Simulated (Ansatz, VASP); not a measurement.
## One calculation of CdSe, two programs

The input INCAR:

```
ALGO = Normal
EDIFF = 1E-6
ENCUT = 520
GGA = PS
ISIF = 2
ISMEAR = 0
LASPH = True
LCHARG = True
LELF = True
LREAL = False
LVHAR = True
LWAVE = False
NBANDS = 16
NELM = 60
PREC = Accurate
SIGMA = 0.05
```

File KPOINTS:

```
k-points
0
Gamma
  10 10 10
```

POSCAR

```
CdSe
1.0
    0.0000000000      3.1530509431      3.1530509431
    3.1530509431      0.0000000000      3.1530509431
    3.2392343356      3.2392343356     -0.0861833924
Cd Se
1 1
Direct
    0.0000000000      0.0000000000      0.0000000000
    0.7500000000      0.7500000000      0.7500000000
```

Input for Ansatz:

```yaml
crystal:
  lattice:
    - [0.0, 3.1530509431, 3.1530509431]
    - [3.1530509431, 0.0, 3.1530509431]
    - [3.2392343356, 3.2392343356, -0.0861833924]
  atoms:
    - { symbol: Cd, position: [0.0, 0.0, 0.0] }
    - { symbol: Se, position: [0.75, 0.75, 0.75] }
basis:
  ecutwfc: 420
kpoints:
  mp_grid: { grid: [10, 10, 10] }
hamiltonian:
  xc: pbesol
scf:
  occupations: { method: gaussian, width: 0.05 }
output:
  forces: true
  stress: true
  eigenvalues: true
  write_density: true
  write_potential: true
  elf: true
  volumetric_format: npy
```

Alike in both runs: task single point; functional PBEsol; k mesh 10 × 10 × 10; occupations gaussian, width 0.05 eV; no spin polarisation.

```csv
,VASP,Ansatz
version,VASP 6.6.1,Ansatz 0.2.0
potentials or method,"VASP PAW PBE potentials, release 64 (Cd, Se), cutoff 520 eV","scalar-relativistic, plane waves, PAW"
valence electrons in the cell,18,36
```

|  | VASP | Ansatz | Ansatz less VASP |
| --- | --- | --- | --- |
| gap on the k mesh at the Fermi level (eV) | 0.20 | 0.20 | +0.002 |
| least direct gap on the mesh (eV) | 0.20 | 0.20 | +0.002 |
| pressure (GPa) | -5.2 | -5.4 | -0.18 |
| traceless stress, the component that is largest in VASP (GPa) | -0.59 | -0.58 | +0.016 |
| rms of the force components (eV/Å) | 0.032 | 0.028 | -0.0040 |

VASP's potentials were made for PBE, not for PBEsol. Atom by atom the forces differ by 0.004 eV/Å (rms over components). With one functional, cell and mesh, what is left measures potentials, basis and numerics. VASP's potentials hold 18 valence electrons a cell and Ansatz's 36, so a difference there can come from the potentials and not from the codes.
